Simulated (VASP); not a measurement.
# NaCl (Fm-3m) in VASP: a series of runs

The runs below take NaCl through single point, with PBE.

All numbers are computed with VASP 6.6.1; they aren't measurements. Logs are shortened: lines on timing, memory, paths and dates and some standing lists are left out, and cuts for length are marked.

## 1. The cell of the first run

It takes space group Fm-3m (No. 225, cubic). The conventional cell has a = 4.862 Å, b = 4.862 Å, c = 4.862 Å, α = 90.00°, β = 90.00°, γ = 90.00°. Na (site symmetry m-3m) has 6 Cl at 2.43 Å within 3.2 Å. Cl (site symmetry m-3m) has 6 Na at 2.43 Å within 3.2 Å.

## 2. Single point, PBE

Input file INCAR:

```
ALGO = Normal
EDIFF = 1E-6
ENCUT = 500
GGA = PE
GGA_COMPAT = F
ISIF = 2
ISMEAR = 0
LASPH = T
LCHARG = F
LREAL = F
LWAVE = F
NBANDS = 14
NELM = 120
PREC = Accurate
SIGMA = 0.01
```

Input file KPOINTS:

```
k-points
0
Gamma
  4 4 4
```

Input file POSCAR:

```
NaCl
1.0
    0.0000000000      2.4309408900      2.4309408900
    2.4309408900      0.0000000000      2.4309408900
    2.4309408900      2.4309408900      0.0000000000
Na Cl
1 1
Direct
    0.0000000000      0.0000000000      0.0000000000
    0.5000000000      0.5000000000      0.5000000000
```

Potentials or basis: VASP PAW PBE potentials, release 64 (Na_pv, Cl).

Started as:

```sh
$ cat potpaw_PBE.64/Na_pv/POTCAR potpaw_PBE.64/Cl/POTCAR > POTCAR
$ mpirun -np 1 vasp_std > vasp.out
```

OUTCAR:

```text
EDIFF = 1E-6
   ENCUT = 500
   GGA = PE
   ISIF = 2
   ISMEAR = 0
   LASPH = T
   LREAL = F
   NELM = 120
   PREC = Accurate

 ion  position               nearest neighbor table
   1  0.000  0.000  0.000-   2 2.43   2 2.43   2 2.43   2 2.43   2 2.43   2 2.43
   2  0.500  0.500  0.500-   1 2.43   1 2.43   1 2.43   1 2.43   1 2.43   1 2.43

  LATTYP: Found a face centered cubic cell.
 ALAT       =     4.8618817800

  Lattice vectors:

 A1 = (   0.0000000000,   2.4309408900,   2.4309408900)
 A2 = (   2.4309408900,   0.0000000000,   2.4309408900)
 A3 = (   2.4309408900,   2.4309408900,   0.0000000000)

Analysis of symmetry for initial positions (statically):
=====================================================================
 Subroutine PRICEL returns:
 Original cell was already a primitive cell.

 Routine SETGRP: Setting up the symmetry group for a
 face centered cubic supercell.

 Subroutine GETGRP returns: Found 48 space group operations
 (whereof 48 operations were pure point group operations)
 out of a pool of 48 trial point group operations.

The static configuration has the point symmetry O_h .

Analysis of symmetry for dynamics (positions and initial velocities):
=====================================================================
 Subroutine PRICEL returns:
 Original cell was already a primitive cell.

 Routine SETGRP: Setting up the symmetry group for a
 face centered cubic supercell.

 Subroutine GETGRP returns: Found 48 space group operations
 (whereof 48 operations were pure point group operations)
 out of a pool of 48 trial point group operations.

The dynamic configuration has the point symmetry O_h .

 Subroutine INISYM returns: Found 48 space group operations
 (whereof 48 operations are pure point group operations),
 and found     1 'primitive' translations

----------------------------------------------------------------------------------------

                                     Primitive cell

  volume of cell :      28.7312

  direct lattice vectors                    reciprocal lattice vectors
     0.000000000  2.430940890  2.430940890    -0.205681677  0.205681677  0.205681677
     2.430940890  0.000000000  2.430940890     0.205681677 -0.205681677  0.205681677
     2.430940890  2.430940890  0.000000000     0.205681677  0.205681677 -0.205681677

  length of vectors
     3.437869576  3.437869576  3.437869576     0.356251116  0.356251116  0.356251116

  position of ions in fractional coordinates (direct lattice)
     0.000000000  0.000000000  0.000000000
     0.500000000  0.500000000  0.500000000

  ion indices of the primitive-cell ions
   primitive index   ion index
                 1           1
                 2           2

----------------------------------------------------------------------------------------

 KPOINTS: k-points

Automatic generation of k-mesh.
 Grid dimensions read from file:
 generate k-points for:    4    4    4

 Generating k-lattice:

  Cartesian coordinates                     Fractional coordinates (reciprocal lattice)
    -0.051420419  0.051420419  0.051420419     0.250000000  0.000000000  0.000000000
     0.051420419 -0.051420419  0.051420419     0.000000000  0.250000000  0.000000000
     0.051420419  0.051420419 -0.051420419     0.000000000  0.000000000  0.250000000

  Length of vectors
     0.089062779  0.089062779  0.089062779

  Shift w.r.t. Gamma in fractional coordinates (k-lattice)
     0.000000000  0.000000000  0.000000000

 Subroutine IBZKPT returns following result:
 ===========================================

 Found      8 irreducible k-points:

 Following reciprocal coordinates:
            Coordinates               Weight
  0.000000  0.000000  0.000000      1.000000
  0.250000  0.000000  0.000000      8.000000
  0.500000  0.000000  0.000000      4.000000
  0.250000  0.250000  0.000000      6.000000
  0.500000  0.250000  0.000000     24.000000
 -0.250000  0.250000  0.000000     12.000000
  0.500000  0.500000  0.000000      3.000000
 -0.250000  0.500000  0.250000      6.000000
   k-points           NKPTS =      8   k-points in BZ     NKDIM =      8   number of bands    NBANDS=     14
   number of dos      NEDOS =    301   number of ions     NIONS =      2
   total plane-waves  NPLWV =  21952
   dimension x,y,z NGX =    28 NGY =   28 NGZ =   28
   dimension x,y,z NGXF=    56 NGYF=   56 NGZF=   56
   ions per type =               1   1
   NGX,Y,Z   is equivalent  to a cutoff of  13.54, 13.54, 13.54 a.u.
   NGXF,Y,Z  is equivalent  to a cutoff of  27.08, 27.08, 27.08 a.u.
 SYSTEM =  unknown system
   PREC   = accura    normal or accurate (medium, high low for compatibility)
   ISTART =      0    job   : 0-new  1-cont  2-samecut
   ICHARG =      2    charge: 1-file 2-atom 10-const
   ISPIN  =      1    spin polarized calculation?
   LNONCOLLINEAR =      F non collinear calculations
   LSORBIT =      F    spin-orbit coupling
   LASPH  =      T    aspherical Exc in radial PAW
   ENCUT  =  500.0 eV  36.75 Ry    6.06 a.u.   6.27  6.27  6.27*2*pi/ulx,y,z
   NELM   =    120;   NELMIN=  2; NELMDL= -5     # of ELM steps
   EDIFF  = 0.1E-05   stopping-criterion for ELM
   LREAL  =      F    real-space projection
[... 7 lines left out ...]
   TEBEG  =    0.0;   TEEND  =   0.0 temperature during run
   PSTRESS=    0.0 pullay stress
   NELECT =      14.0000    total number of electrons
   NUPDOWN=      -1.0000    fix difference up-down
   EMIN   =  10.00;   EMAX   =-10.00  energy-range for DOS
   EFERMI =   0.00;   METHOD = LEGACY
   ISMEAR =     0;   SIGMA  =   0.01  broadening in eV -4-tet -1-fermi 0-gaus
   EFERMI_NEDOS =   21; number of points for ismear=-14 and -15
   IALGO  =     38    algorithm
   IMIX   =      4    mixing-type and parameters
     AMIX     =   0.40;   BMIX     =  1.00
     AMIX_MAG =   1.60;   BMIX_MAG =  1.00
  volume/ion in A,a.u.               =      14.37        96.94
  Fermi-wavevector in a.u.,A,eV,Ry     =   1.288249  2.434437 22.580028  1.659585
  Thomas-Fermi vector in A             =   2.420214
   LORBIT       =      0    0 simple, 1 ext, 2 COOP (PROOUT), +10 PAW based schemes
   GGA     = PE    functional components
   LHFCALC =     F    Hartree Fock is set to
   AEXX    =    0.0000 exact exchange contribution
   IVDW    =     0    specifies the selected vdW correction
   LEPSILON=     F    determine dielectric tensor
   LRPA    =     F    only Hartree local field effects (RPA)
 non-spin polarized calculation
 Gauss-broadening in eV      SIGMA  =   0.01
  energy-cutoff  :      500.00
  volume of cell :       28.73
 maximum number of plane-waves:       742
 NGX is ok and might be reduce to    28
   NGX = 13   NGY = 13   NGZ = 13

 number of electron      14.0000007 magnetization

 Free energy of the ion-electron system (eV)
  ---------------------------------------------------
  ext. energy  EPLUGINS =         0.00000000
  ---------------------------------------------------
  free energy    TOTEN  =        -5.58041210 eV

  energy without entropy =       -5.58041210  energy(sigma->0) =       -5.58041210

 E-fermi :   2.8855     XC(G=0): -10.2420

 val. band max:        2.8162514380   @ k =   0.0000   0.0000   0.0000
 cond. band min:       9.9442185013   @ k =   0.5000   0.5000   0.0000
 fundamental gap:      7.1279670633
 Fermi energy:         2.8855385645

 k-point     1 :       0.0000    0.0000    0.0000
  band No.  band energies     occupation
      1     -17.6611      2.00000
      2     -17.6611      2.00000
      3     -17.6611      2.00000
      4     -11.4078      2.00000
      5       2.8163      2.00000
      6       2.8163      2.00000
      7       2.8163      2.00000
      8      10.3275      0.00000
      9      13.9817      0.00000
     10      13.9817      0.00000
     11      13.9817      0.00000
     12      16.8680      0.00000
     13      16.8680      0.00000
     14      19.2092      0.00000

 k-point     2 :       0.2500    0.0000    0.0000
  band No.  band energies     occupation
      1     -17.7757      2.00000
      2     -17.6661      2.00000
      3     -17.6661      2.00000
      4     -10.8514      2.00000
      5       0.7337      2.00000
      6       2.4646      2.00000
      7       2.4646      2.00000
      8      11.2477      0.00000
      9      14.2872      0.00000
     10      14.7700      0.00000
     11      14.7700      0.00000
     12      17.2462      0.00000
     13      17.2462      0.00000
     14      22.0383      0.00000

 k-point     3 :       0.5000    0.0000    0.0000
  band No.  band energies     occupation
      1     -17.8805      2.00000
      2     -17.6710      2.00000
      3     -17.6710      2.00000
      4     -10.2143      2.00000
      5      -0.9307      2.00000
      6       2.1506      2.00000
      7       2.1506      2.00000
      8      10.6757      0.00000
      9      14.6525      0.00000
     10      14.6525      0.00000
     11      17.5132      0.00000
     12      20.9167      0.00000
     13      20.9167      0.00000
     14      21.1774      0.00000

 k-point     4 :       0.2500    0.2500    0.0000
  band No.  band energies     occupation
      1     -17.7539      2.00000
      2     -17.6851      2.00000
      3     -17.6851      2.00000
      4     -10.7553      2.00000
      5       0.7645      2.00000
      6       2.1581      2.00000
      7       2.1581      2.00000
      8      11.3455      0.00000
      9      12.5853      0.00000
     10      15.3790      0.00000
     11      16.5946      0.00000
     12      16.5946      0.00000
     13      17.9640      0.00000
     14      24.8260      0.00000

 k-point     5 :       0.5000    0.2500    0.0000
  band No.  band energies     occupation
      1     -17.8125      2.00000
      2     -17.7129      2.00000
      3     -17.6903      2.00000
      4     -10.2275      2.00000
      5      -0.2484      2.00000
      6       1.1951      2.00000
      7       1.8814      2.00000
      8      11.4217      0.00000
      9      13.7916      0.00000
     10      14.7628      0.00000
     11      16.5409      0.00000
     12      20.5389      0.00000
     13      20.8865      0.00000
     14      23.5260      0.00000

 k-point     6 :      -0.2500    0.2500    0.0000
  band No.  band energies     occupation
      1     -17.8132      2.00000
      2     -17.7165      2.00000
      3     -17.6713      2.00000
      4     -10.3369      2.00000
      5      -0.0173      2.00000
      6       1.1584      2.00000
      7       2.1537      2.00000
      8      12.6986      0.00000
      9      13.3060      0.00000
     10      14.9355      0.00000
     11      16.2505      0.00000
     12      16.7855      0.00000
     13      22.0819      0.00000
     14      22.2270      0.00000

 k-point     7 :       0.5000    0.5000    0.0000
  band No.  band energies     occupation
      1     -17.7881      2.00000
      2     -17.7096      2.00000
      3     -17.7096      2.00000
      4     -10.2314      2.00000
      5      -0.3842      2.00000
      6       1.6428      2.00000
      7       1.6428      2.00000
      8       9.9442      0.00000
      9      11.5639      0.00000
     10      17.8652      0.00000
     11      19.5677      0.00000
     12      21.8524      0.00000
     13      21.8524      0.00000
     14      22.1495      0.00000

 k-point     8 :      -0.2500    0.5000    0.2500
  band No.  band energies     occupation
      1     -17.7485      2.00000
      2     -17.7485      2.00000
      3     -17.7336      2.00000
      4     -10.1203      2.00000
      5       0.4359      2.00000
      6       0.4359      2.00000
      7       1.2297      2.00000
      8      13.3855      0.00000
      9      13.3855      0.00000
     10      13.4232      0.00000
     11      16.4030      0.00000
     12      21.9283      0.00000
     13      22.5010      0.00000
     14      22.5010      0.00000

------------------------ aborting loop because EDIFF is reached ----------------------------------------

  FORCE on cell =-STRESS in cart. coord.  units (eV):
  Direction    XX          YY          ZZ          XY          YZ          ZX
  --------------------------------------------------------------------------------------
  -------------------------------------------------------------------------------------
  Total        6.1226493      6.1226493      6.1226493      0.0000000      0.0000000      0.0000000
  in kB      341.4261473    341.4261473    341.4261473      0.0000000      0.0000000      0.0000000
  external PRESSURE =     341.4261473 kB  Pullay stress =       0.0000000 kB

 VOLUME and BASIS-vectors are now :
 -----------------------------------------------------------------------------
  energy-cutoff  :      500.00
  volume of cell :       28.73
      direct lattice vectors                 reciprocal lattice vectors
     0.000000000  2.430940890  2.430940890    -0.205681677  0.205681677  0.205681677
     2.430940890  0.000000000  2.430940890     0.205681677 -0.205681677  0.205681677
     2.430940890  2.430940890  0.000000000     0.205681677  0.205681677 -0.205681677

 POSITION                                       TOTAL-FORCE (eV/Angst)
 -----------------------------------------------------------------------------------
      0.00000      0.00000      0.00000         0.000000      0.000000      0.000000
      2.43094      2.43094      2.43094        -0.000000     -0.000000     -0.000000
 -----------------------------------------------------------------------------------
    total drift:                                0.000000      0.000000      0.000000

  FREE ENERGIE OF THE ION-ELECTRON SYSTEM (eV)
  ---------------------------------------------------
  free  energy   TOTEN  =        -5.5804121022 eV

  energy  without entropy=       -5.5804121022  energy(sigma->0) =       -5.58041210
```

Wall time 10 s (1 thread of Intel Xeon 8259CL, shared host); peak memory 0.14 GiB.

What came out:

```yaml
Free_energy: -5.5804 eV
Pressure: 34.1 GPa
Band_gap_on_the_k_mesh: 7.13 eV, indirect (least direct gap 7.51 eV)
```

Caveat: the k points lie up to 0.56 Å⁻¹ apart. A k mesh can miss the band edges.

## 3. Single point, PBE

Input file INCAR:

```
SYSTEM = NaCl
PREC = Accurate
ENCUT = 500
EDIFF = 1E-6
ISMEAR = 0
SIGMA = 0.01
LREAL = .FALSE.
LASPH = .TRUE.
NELM = 120
ALGO = Normal
ISIF = 2
LWAVE = .FALSE.
LCHARG = .FALSE.
GGA = PE
NBANDS = 14
GGA_COMPAT = .FALSE.
```

Input file KPOINTS:

```
Automatic mesh
0
G
  4 4 4
  0 0 0
```

POSCAR is that of step 2.

Potentials or basis: VASP PAW PBE potentials, release 64 (Na_pv, Cl).

Started as:

```sh
$ cat potpaw_PBE.64/Na_pv/POTCAR potpaw_PBE.64/Cl/POTCAR > POTCAR
$ mpirun -np 1 vasp_std > vasp.out
```

It took 11 s on 1 thread of Intel Xeon 8259CL, shared host; peak memory 0.14 GiB.

Results (log left out):

| Quantity | Value |
| --- | --- |
| Free energy | -5.5804 eV |
| Pressure | 34.1 GPa |
| Band gap on the k mesh | 7.13 eV, indirect (least direct gap 7.51 eV) |

Levels at points of the mesh, in eV from the valence-band top:
| k point | band 5 | band 6 | band 7 | band 8 | band 9 | band 10 |
| --- | --- | --- | --- | --- | --- | --- |
| (0.00, 0.00, 0.00) | 0.00 | 0.00 | 0.00 | 7.51 | 11.17 | 11.17 |
| (0.50, 0.00, 0.00) | -3.75 | -0.67 | -0.67 | 7.86 | 11.84 | 11.84 |
| (0.50, 0.50, 0.00) | -3.20 | -1.17 | -1.17 | 7.13 | 8.75 | 15.05 |

Caveat: the k points lie up to 0.56 Å⁻¹ apart. A k mesh can miss the band edges.
